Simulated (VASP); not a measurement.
Here is a VASP 6.6.1 calculation.

File INCAR:

```
ALGO = Normal ; EDIFF = 1E-6
ENCUT = 520 ; GGA = PE
ISIF = 2 ; ISMEAR = 0
LASPH = True ; LCHARG = False
LREAL = False ; LWAVE = False
NBANDS = 18 ; NELM = 60
PREC = Accurate ; SIGMA = 0.1
```

File KPOINTS:

```
k-points
0
Gamma
  10 10 4
```

Contents of POSCAR:

```
CoSbH4
1.0
    2.4906081821     -2.4836171041      0.0000000000
    2.4906081821      2.4836171041      0.0000000000
    0.0000000000      0.0000000000      8.8491943565
Co Sb H
1 1 4
Direct
    0.0000000000      0.0000000000      0.0000000000
    0.5000000000      0.5000000000      0.0000000000
    0.3248533725      0.8248537760      0.5000000000
    0.6751466275      0.1751462240      0.5000000000
    0.1751462240      0.6751466275      0.5000000000
    0.8248537760      0.3248533725      0.5000000000
```

Potentials or basis: VASP PAW PBE potentials, release 64 (Co, Sb, H).

Run with:

```console
$ cat potpaw_PBE.64/Co/POTCAR potpaw_PBE.64/Sb/POTCAR potpaw_PBE.64/H/POTCAR > POTCAR
$ mpirun -np 1 vasp_std > vasp.out
```

**Question.** Estimate the band gap on the k mesh.

**Answer.** Zero (bands 9 and 10 overlap by 0.39 eV).

**Question.** Predict the pressure.

**Answer.** -0.2 GPa.

**Question.** Predict the largest force.

**Answer.** 0.012 eV/Å.

Forces in eV/Å, atoms in the order of the input:
```
Co   0.000  0.000  0.000
Sb   0.000  0.000  0.000
H   -0.012  0.000  0.000
H    0.012  0.000  0.000
H    0.012  0.000  0.000
H   -0.012  0.000  0.000
```

Caveat: spin-orbit coupling is left out, which moves the levels of the heavy elements; the run has no spin polarisation, though such a crystal can be magnetic. Spin polarisation is off, so any magnetic state and its effect on volume and gap are missing.
